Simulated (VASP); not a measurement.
# Si2W (P6_222) in VASP: further runs, part 2 of 2

VASP 6.6.1. Earlier steps stand in the parts before.

## (3) Single point, LDA (c/a of the conventional cell at fixed volume 1.4043)

The input, INCAR:

```
  PREC = Accurate
  ENCUT = 520
  EDIFF = 1E-6
  ISMEAR = 0
  SIGMA = 0.03
  LREAL = F
  LASPH = T
  NELM = 60
  ALGO = Normal
  ISIF = 2
  LWAVE = F
  LCHARG = F
  NBANDS = 43
```

The input, KPOINTS:

```
Automatic mesh
0
Gamma
  9 9 6
```

The input, POSCAR:

```
Si2W
1.0
    4.5927688295      0.0000000000      0.0000000000
   -2.2963844148      3.9774544801      0.0000000000
    0.0000000000      0.0000000000      6.4496252673
Si W
6 3
Direct
    0.8572664714      0.7145329428      0.5000000000
    0.1427335286      0.8572664714      0.8333333333
    0.7145329428      0.8572664714      0.1666666667
    0.1427335286      0.2854670572      0.5000000000
    0.8572664714      0.1427335286      0.8333333333
    0.2854670572      0.1427335286      0.1666666667
    0.0000000000      0.5000000000      0.1666666667
    0.5000000000      0.5000000000      0.8333333333
    0.5000000000      0.0000000000      0.5000000000
```

Potentials or basis: VASP PAW LDA potentials, release 64 (Si, W_sv).

On the command line:

```bash
> cat potpaw_LDA.64/Si/POTCAR potpaw_LDA.64/W_sv/POTCAR > POTCAR
> mpirun -np 1 vasp_std > vasp.out
```

OUTCAR:

```text
PREC = Accurate
   ENCUT = 520
   EDIFF = 1E-6
   ISMEAR = 0
   LREAL = F
   LASPH = T
   NELM = 60
   ISIF = 2

 ion  position               nearest neighbor table
   1  0.857  0.715  0.500-   4 2.27   2 2.43   3 2.43   9 2.56   9 2.56   8 2.58   7 2.58   9 2.84
                             4 2.86   4 2.86   6 2.91   5 2.91
   2  0.143  0.857  0.833-   5 2.27   1 2.43   6 2.43   8 2.56   8 2.56   9 2.58   7 2.58   8 2.84
                             5 2.86   5 2.86   4 2.91   3 2.91
   3  0.715  0.857  0.167-   6 2.27   1 2.43   5 2.43   7 2.56   7 2.56   9 2.58   8 2.58   7 2.84
                             6 2.86   6 2.86   4 2.91   2 2.91
   4  0.143  0.285  0.500-   1 2.27   5 2.43   6 2.43   9 2.56   9 2.56   8 2.58   7 2.58   9 2.84
                             1 2.86   1 2.86   3 2.91   2 2.91
   5  0.857  0.143  0.833-   2 2.27   4 2.43   3 2.43   8 2.56   8 2.56   9 2.58   7 2.58   8 2.84
                             2 2.86   2 2.86   1 2.91   6 2.91
   6  0.285  0.143  0.167-   3 2.27   4 2.43   2 2.43   7 2.56   7 2.56   9 2.58   8 2.58   7 2.84
                             3 2.86   3 2.86   1 2.91   5 2.91
   7  0.000  0.500  0.167-   3 2.56   6 2.56   6 2.56   3 2.56   1 2.58   4 2.58   2 2.58   5 2.58
                             3 2.84   6 2.84   9 3.15   9 3.15   8 3.15   8 3.15
[... 215 lines left out ...]
      1     -61.0031      2.00000
      2     -60.9875      2.00000
      3     -60.9875      2.00000
      4     -25.7702      2.00000
      5     -25.7702      2.00000
      6     -25.6860      2.00000
[... 1093 lines left out ...]
     42      16.1410      0.00000
     43      16.4081      0.00000

 [... further k-points ...]
[... 5 lines left out ...]
  --------------------------------------------------------------------------------------
  -------------------------------------------------------------------------------------
  Total        3.8819841      3.8819841      3.9752453     -0.0000000      0.0000000      0.0000000
  in kB       52.7898041     52.7898041     54.0580311     -0.0000000      0.0000000      0.0000000
  external PRESSURE =      53.2125465 kB  Pullay stress =       0.0000000 kB

 VOLUME and BASIS-vectors are now :
 -----------------------------------------------------------------------------
  energy-cutoff  :      520.00
  volume of cell :      117.82
      direct lattice vectors                 reciprocal lattice vectors
     4.592768829  0.000000000  0.000000000     0.217733580  0.125708541  0.000000000
    -2.296384415  3.977454480  0.000000000     0.000000000  0.251417082  0.000000000
     0.000000000  0.000000000  6.449625267     0.000000000  0.000000000  0.155047768

 POSITION                                       TOTAL-FORCE (eV/Angst)
 -----------------------------------------------------------------------------------
      2.29638      2.84202      3.22481         0.000000     -3.567796     -0.000000
     -1.31307      3.40974      5.37469         3.089802     -1.783898      0.000000
      1.31307      3.40974      1.07494        -3.089802     -1.783898     -0.000000
     -0.00000      1.13543      3.22481        -0.000000      3.567796     -0.000000
      3.60946      0.56772      5.37469        -3.089802      1.783898     -0.000000
      0.98331      0.56772      1.07494         3.089802      1.783898     -0.000000
     -1.14819      1.98873      1.07494         0.000000      0.000000      0.000000
      1.14819      1.98873      5.37469         0.000000     -0.000000     -0.000000
      2.29638      0.00000      3.22481         0.000000      0.000000     -0.000000
 -----------------------------------------------------------------------------------
    total drift:                                0.000000     -0.000000      0.000000

  FREE ENERGIE OF THE ION-ELECTRON SYSTEM (eV)
  ---------------------------------------------------
  free  energy   TOTEN  =       -79.8047826883 eV

  energy  without entropy=      -79.8032714677  energy(sigma->0) =      -79.80402708
```

OSZICAR:

```text
N       E                     dE             d eps       ncg     rms          rms(c)
DAV:   1     0.635762649860E+03    0.63576E+03   -0.35109E+04  4224   0.158E+03
DAV:   2    -0.430242326649E+02   -0.67879E+03   -0.65696E+03  4407   0.452E+02
DAV:   3    -0.817776074423E+02   -0.38753E+02   -0.37371E+02  5121   0.998E+01
DAV:   4    -0.828257092897E+02   -0.10481E+01   -0.10353E+01  5152   0.151E+01
DAV:   5    -0.828451577507E+02   -0.19448E-01   -0.19399E-01  5141   0.221E+00    0.454E+01
DAV:   6    -0.802395834018E+02    0.26056E+01   -0.14718E+01  4978   0.180E+01    0.158E+01
DAV:   7    -0.799233815102E+02    0.31620E+00   -0.20701E+00  4875   0.595E+00    0.895E+00
DAV:   8    -0.798062955254E+02    0.11709E+00   -0.29528E-01  4973   0.289E+00    0.606E-01
DAV:   9    -0.798055147518E+02    0.78077E-03   -0.19233E-02  5364   0.595E-01    0.486E-01
DAV:  10    -0.798048590749E+02    0.65568E-03   -0.19378E-03  4967   0.285E-01    0.165E-01
DAV:  11    -0.798047843490E+02    0.74726E-04   -0.41259E-04  5074   0.102E-01    0.604E-02
DAV:  12    -0.798047829024E+02    0.14466E-05   -0.17790E-05  4584   0.216E-02    0.303E-02
DAV:  13    -0.798047826883E+02    0.21412E-06   -0.14747E-06  3061   0.640E-03
   1 F= -.79804783E+02 E0= -.79804027E+02  d E =-.151122E-02
```

It took 79 s on 1 thread of Intel Xeon 6975P-C (Granite Rapids), shared host; peak memory 0.31 GiB.

Results:

- Free energy: -79.8048 eV
- Pressure: 5.3 GPa
- Largest force: 3.568 eV/Å
- Band gap on the k mesh: zero (band 33 reaches 13.01 eV, above the bottom of band 34 at 12.51 eV)

Forces on the atoms (eV/Å):
```
Si   0.000 -3.568  0.000
Si   3.090 -1.784  0.000
Si  -3.090 -1.784  0.000
Si   0.000  3.568  0.000
Si  -3.090  1.784  0.000
Si   3.090  1.784  0.000
W    0.000  0.000  0.000
W    0.000  0.000  0.000
W    0.000  0.000  0.000
```

Stress tensor (GPa, compression positive):
```
5.28 0.00 0.00
0.00 5.28 0.00
0.00 0.00 5.41
```

Levels at points of the mesh, in eV from the Fermi level:
```tsv
k point	band 29	band 30	band 31	band 32	band 33	band 34	band 35	band 36	band 37	band 38
(0.00, 0.00, 0.00)	-3.58	-2.90	-2.90	-1.53	-0.30	1.38	1.38	2.31	2.32	2.73
(0.00, 0.00, 0.50)	-3.17	-2.06	-2.06	-0.22	-0.22	1.84	1.84	2.41	2.41	2.51
```

Caveat: spin-orbit coupling is left out, which moves the levels of the heavy elements; forces of over 1 eV/Å act on the atoms, so gaps and moduli don't describe the material at rest.

## (4) Single point, LDA (c/a of the conventional cell at fixed volume 1.5198)

The input, INCAR:

```
PREC = Accurate
ENCUT = 520
EDIFF = 1E-7
ISMEAR = 0
SIGMA = 0.03
LREAL = False
LASPH = True
NELM = 80
ALGO = Normal
ISIF = 2
LWAVE = False
LCHARG = False
GGA = CA
NBANDS = 43
```

KPOINTS is that of step 3.

The input, POSCAR:

```
Si2W
1.0
    4.4733451149      0.0000000000      0.0000000000
   -2.2366725575      3.8740305094      0.0000000000
    0.0000000000      0.0000000000      6.7985899057
Si W
6 3
Direct
    0.8678328536      0.7356657073      0.5000000000
    0.1321671464      0.8678328536      0.8333333333
    0.7356657073      0.8678328536      0.1666666667
    0.1321671464      0.2643342927      0.5000000000
    0.8678328536      0.1321671464      0.8333333333
    0.2643342927      0.1321671464      0.1666666667
    0.0000000000      0.5000000000      0.1666666667
    0.5000000000      0.5000000000      0.8333333333
    0.5000000000      0.0000000000      0.5000000000
```

Potentials or basis: VASP PAW LDA potentials, release 64 (Si, W_sv).

On the command line:

```bash
> cat potpaw_LDA.64/Si/POTCAR potpaw_LDA.64/W_sv/POTCAR > POTCAR
> mpirun -np 1 vasp_std > vasp.out
```

OUTCAR:

```text
PREC = Accurate
   ENCUT = 520
   EDIFF = 1E-7
   ISMEAR = 0
   LREAL = False
   LASPH = True
   NELM = 80
   ISIF = 2
   GGA = CA

 ion  position               nearest neighbor table
   1  0.868  0.736  0.500-   4 2.05   9 2.46   9 2.46   3 2.49   2 2.49   8 2.69   7 2.69   9 2.85
                             6 2.88   5 2.88   4 2.89   4 2.89
   2  0.132  0.868  0.833-   5 2.05   8 2.46   8 2.46   1 2.49   6 2.49   9 2.69   7 2.69   8 2.85
                             4 2.88   3 2.88   5 2.89   5 2.89
   3  0.736  0.868  0.167-   6 2.05   7 2.46   7 2.46   1 2.49   5 2.49   9 2.69   8 2.69   7 2.85
                             4 2.88   2 2.88   6 2.89   6 2.89
   4  0.132  0.264  0.500-   1 2.05   9 2.46   9 2.46   6 2.49   5 2.49   8 2.69   7 2.69   9 2.85
                             3 2.88   2 2.88   1 2.89   1 2.89
   5  0.868  0.132  0.833-   2 2.05   8 2.46   8 2.46   4 2.49   3 2.49   9 2.69   7 2.69   8 2.85
                             1 2.88   6 2.88   2 2.89   2 2.89
   6  0.264  0.132  0.167-   3 2.05   7 2.46   7 2.46   4 2.49   2 2.49   9 2.69   8 2.69   7 2.85
                             1 2.88   5 2.88   3 2.89   3 2.89
   7  0.000  0.500  0.167-   3 2.46   6 2.46   6 2.46   3 2.46   1 2.69   4 2.69   2 2.69   5 2.69
                             3 2.85   6 2.85   9 3.18   9 3.18   8 3.18   8 3.18
   8  0.500  0.500  0.833-   2 2.46   5 2.46   2 2.46   5 2.46   1 2.69   4 2.69   3 2.69   6 2.69
                             5 2.85   2 2.85   9 3.18   9 3.18   7 3.18   7 3.18
   9  0.500  0.000  0.500-   1 2.46   4 2.46   4 2.46   1 2.46   5 2.69   2 2.69   6 2.69   3 2.69
                             4 2.85   1 2.85   7 3.18   7 3.18   8 3.18   8 3.18

  LATTYP: Found a hexagonal cell.
 ALAT       =     4.4733451149
 C/A-ratio  =     1.5198000000

  Lattice vectors:

 A1 = (   4.4733451149,   0.0000000000,   0.0000000000)
 A2 = (  -2.2366725575,   3.8740305094,   0.0000000000)
 A3 = (   0.0000000000,   0.0000000000,   6.7985899057)

Analysis of symmetry for initial positions (statically):
=====================================================================
 Subroutine PRICEL returns:
 Original cell was already a primitive cell.
[... 162 lines left out ...]
   LORBIT       =      0    0 simple, 1 ext, 2 COOP (PROOUT), +10 PAW based schemes
   GGA     = CA    functional components
   LHFCALC =     F    Hartree Fock is set to
   AEXX    =    0.0000 exact exchange contribution
   IVDW    =     0    specifies the selected vdW correction
   LEPSILON=     F    determine dielectric tensor
   LRPA    =     F    only Hartree local field effects (RPA)
 non-spin polarized calculation
 Gauss-broadening in eV      SIGMA  =   0.03
  energy-cutoff  :      520.00
  volume of cell :      117.82
 maximum number of plane-waves:      3204
 NGX is ok and might be reduce to    36
   NGX = 17   NGY = 17   NGZ = 25

 number of electron      65.9999995 magnetization

 Free energy of the ion-electron system (eV)
  ---------------------------------------------------
  ext. energy  EPLUGINS =         0.00000000
  ---------------------------------------------------
  free energy    TOTEN  =       -76.48111135 eV

  energy without entropy =      -76.48015353  energy(sigma->0) =      -76.48063244

 E-fermi :  12.4095     XC(G=0): -12.7397

 val. band max:       12.3823616709   @ k =   0.3333   0.0000   0.5000
 cond. band min:      12.4128836351   @ k =   0.0000   0.0000   0.1667
 fundamental gap:      0.0305219642
 Fermi energy:        12.4094953771

 k-point     1 :       0.0000    0.0000    0.0000
  band No.  band energies     occupation
      1     -61.0827      2.00000
      2     -61.0696      2.00000
      3     -61.0696      2.00000
      4     -25.8943      2.00000
      5     -25.8943      2.00000
      6     -25.8253      2.00000
[... 1093 lines left out ...]
     42      16.0579      0.00000
     43      16.4902      0.00000

 [... further k-points ...]
[... 5 lines left out ...]
  --------------------------------------------------------------------------------------
  -------------------------------------------------------------------------------------
  Total       19.4811671     19.4811671     -5.7037889     -0.0000000      0.0000000      0.0000000
  in kB      264.9178777    264.9178777    -77.5639187     -0.0000000      0.0000000      0.0000000
  external PRESSURE =     150.7572789 kB  Pullay stress =       0.0000000 kB

 VOLUME and BASIS-vectors are now :
 -----------------------------------------------------------------------------
  energy-cutoff  :      520.00
  volume of cell :      117.82
      direct lattice vectors                 reciprocal lattice vectors
     4.473345115  0.000000000  0.000000000     0.223546356  0.129064549  0.000000000
    -2.236672557  3.874030509  0.000000000     0.000000000  0.258129098  0.000000000
     0.000000000  0.000000000  6.798589906     0.000000000  0.000000000  0.147089325

 POSITION                                       TOTAL-FORCE (eV/Angst)
 -----------------------------------------------------------------------------------
      2.23667      2.84999      3.39929         0.000000     -7.715892      0.000000
     -1.34983      3.36201      5.66549         6.682159     -3.857946      0.000000
      1.34983      3.36201      1.13310        -6.682159     -3.857946      0.000000
      0.00000      1.02404      3.39929        -0.000000      7.715892      0.000000
      3.58650      0.51202      5.66549        -6.682159      3.857946     -0.000000
      0.88684      0.51202      1.13310         6.682159      3.857946     -0.000000
     -1.11834      1.93702      1.13310         0.000000     -0.000000     -0.000000
      1.11834      1.93702      5.66549         0.000000     -0.000000      0.000000
      2.23667      0.00000      3.39929        -0.000000     -0.000000      0.000000
 -----------------------------------------------------------------------------------
    total drift:                               -0.000000      0.000000      0.000000

  FREE ENERGIE OF THE ION-ELECTRON SYSTEM (eV)
  ---------------------------------------------------
  free  energy   TOTEN  =       -76.4811113524 eV

  energy  without entropy=      -76.4801535313  energy(sigma->0) =      -76.48063244
```

OSZICAR:

```text
N       E                     dE             d eps       ncg     rms          rms(c)
DAV:   1     0.642928392689E+03    0.64293E+03   -0.35030E+04  4280   0.157E+03
DAV:   2    -0.394331799157E+02   -0.68236E+03   -0.65949E+03  4426   0.454E+02
DAV:   3    -0.792767127035E+02   -0.39844E+02   -0.38398E+02  5190   0.101E+02
DAV:   4    -0.802985185432E+02   -0.10218E+01   -0.10084E+01  5080   0.151E+01
DAV:   5    -0.803189926779E+02   -0.20474E-01   -0.20432E-01  5160   0.229E+00    0.462E+01
DAV:   6    -0.769591909468E+02    0.33598E+01   -0.18761E+01  4979   0.197E+01    0.160E+01
DAV:   7    -0.766061086647E+02    0.35308E+00   -0.26985E+00  4870   0.685E+00    0.949E+00
DAV:   8    -0.764848012453E+02    0.12131E+00   -0.29941E-01  4981   0.290E+00    0.762E-01
DAV:   9    -0.764820169681E+02    0.27843E-02   -0.36107E-02  5634   0.754E-01    0.531E-01
DAV:  10    -0.764812613198E+02    0.75565E-03   -0.15721E-03  4885   0.228E-01    0.236E-01
DAV:  11    -0.764811152396E+02    0.14608E-03   -0.36109E-04  5014   0.963E-02    0.561E-02
DAV:  12    -0.764811150730E+02    0.16660E-06   -0.53894E-05  5557   0.321E-02    0.353E-02
DAV:  13    -0.764811114991E+02    0.35738E-05   -0.24695E-05  4980   0.265E-02    0.666E-03
DAV:  14    -0.764811113566E+02    0.14251E-06   -0.90822E-07  4482   0.467E-03    0.195E-03
DAV:  15    -0.764811113524E+02    0.42228E-08   -0.66950E-08  2632   0.142E-03
   1 F= -.76481111E+02 E0= -.76480632E+02  d E =-.957821E-03
```

stdout:

```text
POSCAR found type information on POSCAR SiW
 POSCAR found :  2 types and       9 ions
 scaLAPACK will be used
 LDA part: xc-table for (Slater(with rela. corr.)+CA(PZ))
 , standard interpolation
 POSCAR, INCAR and KPOINTS ok, starting setup
 FFT: planning ... GRIDC
 FFT: planning ... GRID_SOFT
 FFT: planning ... GRID
 WAVECAR not read
 entering main loop
```

Run time: 1.8 min. Hardware: 1 thread of Intel Xeon 6975P-C (Granite Rapids), shared host; peak memory 0.32 GiB.

What came out:

| Quantity | Value |
| --- | --- |
| Free energy | -76.4811 eV |
| Pressure | 15.1 GPa |
| Largest force | 7.716 eV/Å |
| Band gap on the k mesh | zero (band 33 reaches 12.64 eV, above the bottom of band 34 at 12.09 eV) |

Forces in eV/Å, atoms in the order of the input:
```
Si   0.000 -7.716  0.000
Si   6.682 -3.858  0.000
Si  -6.682 -3.858  0.000
Si   0.000  7.716  0.000
Si  -6.682  3.858  0.000
Si   6.682  3.858  0.000
W    0.000  0.000  0.000
W    0.000  0.000  0.000
W    0.000  0.000  0.000
```

Stress tensor (GPa, compression positive):
```
26.49  0.00  0.00
 0.00 26.49  0.00
 0.00  0.00 -7.76
```

Levels at points of the mesh, in eV from the Fermi level:
```tsv
k point	band 31	band 32	band 33	band 34	band 35	band 36
(0.00, 0.00, 0.00)	-2.12	-0.47	-0.16	1.08	1.08	2.22
(0.00, 0.00, 0.50)	-1.06	-0.59	-0.59	1.58	1.58	2.41
```

Caveat: spin-orbit coupling is left out, which moves the levels of the heavy elements; forces of over 1 eV/Å act on the atoms, so gaps and moduli don't describe the material at rest.

## (5) Single point, LDA (c/a of the conventional cell at fixed volume 1.5582)

The input, INCAR:

```
SYSTEM = Si2W
PREC = Accurate
ENCUT = 520
EDIFF = 1E-6
ISMEAR = 0
SIGMA = 0.03
LREAL = .False.
LASPH = .True.
NELM = 60
ALGO = Normal
ISIF = 2
LWAVE = .False.
LCHARG = .False.
NBANDS = 43
```

The input, KPOINTS:

```
regular mesh
0
Gamma
  9 9 6
  0 0 0
```

The input, POSCAR:

```
Si2W
1.0
    4.4362922824      0.0000000000      0.0000000000
   -2.2181461412      3.8419418152      0.0000000000
    0.0000000000      0.0000000000      6.9126306345
Si W
6 3
Direct
    0.8572664714      0.7145329428      0.5000000000
    0.1427335286      0.8572664714      0.8333333333
    0.7145329428      0.8572664714      0.1666666667
    0.1427335286      0.2854670572      0.5000000000
    0.8572664714      0.1427335286      0.8333333333
    0.2854670572      0.1427335286      0.1666666667
    0.0000000000      0.5000000000      0.1666666667
    0.5000000000      0.5000000000      0.8333333333
    0.5000000000      0.0000000000      0.5000000000
```

On the command line:

```bash
> cat potpaw_LDA.64/Si/POTCAR potpaw_LDA.64/W_sv/POTCAR > POTCAR
> mpirun -np 1 vasp_std > vasp.out
```

Run time: 94 s. Hardware: 1 thread of Intel Xeon 6975P-C (Granite Rapids), shared host; peak memory 0.32 GiB.

The run converged. Its results:

| Property | Result |
| --- | --- |
| Free energy | -79.0374 eV |
| Pressure | 7.8 GPa |
| Largest force | 4.491 eV/Å |
| Band gap on the k mesh | zero (band 33 reaches 12.54 eV, above the bottom of band 34 at 12.33 eV) |

Forces on the atoms (eV/Å):
```
Si   0.000 -4.491  0.000
Si   3.889 -2.245  0.000
Si  -3.889 -2.245  0.000
Si   0.000  4.491  0.000
Si  -3.889  2.245  0.000
Si   3.889  2.245  0.000
W    0.000  0.000  0.000
W    0.000  0.000  0.000
W    0.000  0.000  0.000
```

Stress tensor (GPa, compression positive):
```
 17.77   0.00   0.00
  0.00  17.77   0.00
  0.00   0.00 -12.16
```

Levels at points of the mesh, in eV from the Fermi level:
| k point | band 30 | band 31 | band 32 | band 33 | band 34 | band 35 | band 36 | band 37 |
| --- | --- | --- | --- | --- | --- | --- | --- | --- |
| (0.00, 0.00, 0.00) | -2.25 | -2.25 | -0.80 | -0.40 | 1.59 | 1.59 | 2.49 | 2.49 |
| (0.00, 0.00, 0.50) | -1.17 | -1.17 | -0.83 | -0.83 | 1.90 | 1.90 | 2.47 | 2.55 |

Caveat: spin-orbit coupling is left out, which moves the levels of the heavy elements; forces of over 1 eV/Å act on the atoms, so gaps and moduli don't describe the material at rest.

## (6) Summary

| cell | gap on the mesh (eV) | pressure (GPa) | largest force (eV/Å) |
| --- | --- | --- | --- |
| a = 4.512, b = 4.512, c = 6.683 Å, angles 90.0, 90.0, 120.0°, 9 atoms | none | 5.7 | 4.01 |
| a = 4.593, b = 4.593, c = 6.450 Å, angles 90.0, 90.0, 120.0°, 9 atoms | none | 5.3 | 3.57 |
| a = 4.473, b = 4.473, c = 6.799 Å, angles 90.0, 90.0, 120.0°, 9 atoms | none | 15.1 | 7.72 |
| a = 4.436, b = 4.436, c = 6.913 Å, angles 90.0, 90.0, 120.0°, 9 atoms | none | 7.8 | 4.49 |

Alike in all rows: task single point; level LDA; potentials or basis VASP PAW LDA potentials, release 64 (Si, W_sv); no spin polarisation; k mesh 9 × 9 × 6; cutoff (eV) 520; smearing gaussian 0.03 eV.

Caveats: spin-orbit coupling is left out, which moves the levels of the heavy elements; forces of over 1 eV/Å act on the atoms, so gaps and moduli don't describe the material at rest.

Absolute energies hang on the potentials; compare differences alone.
